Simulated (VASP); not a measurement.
Write the native input for VASP 6.6.1 that does the following.

```
Task                   : single point
Functional             : r2SCAN
Potentials or basis    : VASP PAW PBE potentials, release 64 (Al, Ru_pv)
Cutoff                 : 520 eV
k mesh                 : 2 × 2 × 2
Occupations            : methfessel-paxton, width 0.1 eV
Spin                   : no spin polarisation
Dipole correction      : no
Further INCAR settings : LREAL = Auto; ALGO = Normal; EDIFF = 1e-06; NBANDS = 158
```

AlRu:

```
Al Ru
1.0
     0.00000    6.00688    6.00688
     6.00688    0.00000    6.00688
     6.00688    6.00688    0.00000
Al Ru
16 16
Cartesian
  0.0000 0.0000 0.0000
  3.0034 3.0034 3.0034
  3.0034 3.0034 0.0000
  6.0069 6.0069 3.0034
  3.0034 0.0000 3.0034
  6.0069 3.0034 6.0069
  6.0069 3.0034 3.0034
  9.0103 6.0069 6.0069
  0.0000 3.0034 3.0034
  3.0034 6.0069 6.0069
  3.0034 6.0069 3.0034
  6.0069 9.0103 6.0069
  3.0034 3.0034 6.0069
  6.0069 6.0069 9.0103
  6.0069 6.0069 6.0069
  9.0103 9.0103 9.0103
  1.5017 1.5017 1.5017
  4.5052 4.5052 4.5052
  4.5052 4.5052 1.5017
  7.5086 7.5086 4.5052
  4.5052 1.5017 4.5052
  7.5086 4.5052 7.5086
  7.5086 4.5052 4.5052
  10.5120 7.5086 7.5086
  1.5017 4.5052 4.5052
  4.5052 7.5086 7.5086
  4.5052 7.5086 4.5052
  7.5086 10.5120 7.5086
  4.5052 4.5052 7.5086
  7.5086 7.5086 10.5120
  7.5086 7.5086 7.5086
  10.5120 10.5120 10.5120
```

The input as run:

POSCAR

```
AlRu
1.0
    0.0000000000      6.0068828234      6.0068828234
    6.0068828234      0.0000000000      6.0068828234
    6.0068828234      6.0068828234      0.0000000000
Al Ru
16 16
Direct
    0.0000000000      0.0000000000      0.0000000000
    0.2500000000      0.2500000000      0.2500000000
    0.0000000000      0.0000000000      0.5000000000
    0.2500000000      0.2500000000      0.7500000000
    0.0000000000      0.5000000000      0.0000000000
    0.2500000000      0.7500000000      0.2500000000
    0.0000000000      0.5000000000      0.5000000000
    0.2500000000      0.7500000000      0.7500000000
    0.5000000000      0.0000000000      0.0000000000
    0.7500000000      0.2500000000      0.2500000000
    0.5000000000      0.0000000000      0.5000000000
    0.7500000000      0.2500000000      0.7500000000
    0.5000000000      0.5000000000      0.0000000000
    0.7500000000      0.7500000000      0.2500000000
    0.5000000000      0.5000000000      0.5000000000
    0.7500000000      0.7500000000      0.7500000000
    0.1250000000      0.1250000000      0.1250000000
    0.3750000000      0.3750000000      0.3750000000
    0.1250000000      0.1250000000      0.6250000000
    0.3750000000      0.3750000000      0.8750000000
    0.1250000000      0.6250000000      0.1250000000
    0.3750000000      0.8750000000      0.3750000000
    0.1250000000      0.6250000000      0.6250000000
    0.3750000000      0.8750000000      0.8750000000
    0.6250000000      0.1250000000      0.1250000000
    0.8750000000      0.3750000000      0.3750000000
    0.6250000000      0.1250000000      0.6250000000
    0.8750000000      0.3750000000      0.8750000000
    0.6250000000      0.6250000000      0.1250000000
    0.8750000000      0.8750000000      0.3750000000
    0.6250000000      0.6250000000      0.6250000000
    0.8750000000      0.8750000000      0.8750000000
```

INCAR.step1

```
SYSTEM = AlRu
  PREC = Accurate
  ENCUT = 520
  ISMEAR = 1
  SIGMA = 0.1
  LREAL = Auto
  LASPH = .TRUE.
  NELM = 80
  NBANDS = 158
  GGA = PE
  ALGO = Normal
  EDIFF = 1E-4
  LWAVE = .TRUE.
  LCHARG = .FALSE.
```

INCAR.step2

```
SYSTEM = AlRu
  PREC = Accurate
  ENCUT = 520
  EDIFF = 1E-6
  ISMEAR = 1
  SIGMA = 0.1
  LREAL = Auto
  LASPH = .TRUE.
  NELM = 80
  ALGO = Normal
  ISIF = 2
  LWAVE = .FALSE.
  LCHARG = .FALSE.
  METAGGA = R2SCAN
  LMIXTAU = .TRUE.
  NBANDS = 158
  ISTART = 1
```

KPOINTS

```
Automatic mesh
0
G
  2 2 2
  0 0 0
```

Potentials or basis: VASP PAW PBE potentials, release 64 (Al, Ru_pv).

Launch:

```console
$ cat potpaw_PBE.64/Al/POTCAR potpaw_PBE.64/Ru_pv/POTCAR > POTCAR
$ cp INCAR.step1 INCAR
$ mpirun -np 1 vasp_std > vasp.out
$ cp INCAR.step2 INCAR
$ mpirun -np 1 vasp_std > vasp.out
```

It gave:

```
Pressure               : -4.7 GPa
Band gap on the k mesh : zero (bands 136 and 137 overlap by 0.54 eV)
```

Caveat: the k points lie up to 0.45 Å⁻¹ apart, too coarse for converged energies and pressures of a metal; the PAW data sets were made with another functional, which shifts forces and pressure a little.

Run time: 32 min on 1 thread of Intel(R) Xeon(R) Platinum 8259CL CPU @ 2.50GHz (Skylake/Cascade Lake) (shared host), peak memory 0.71 GiB.
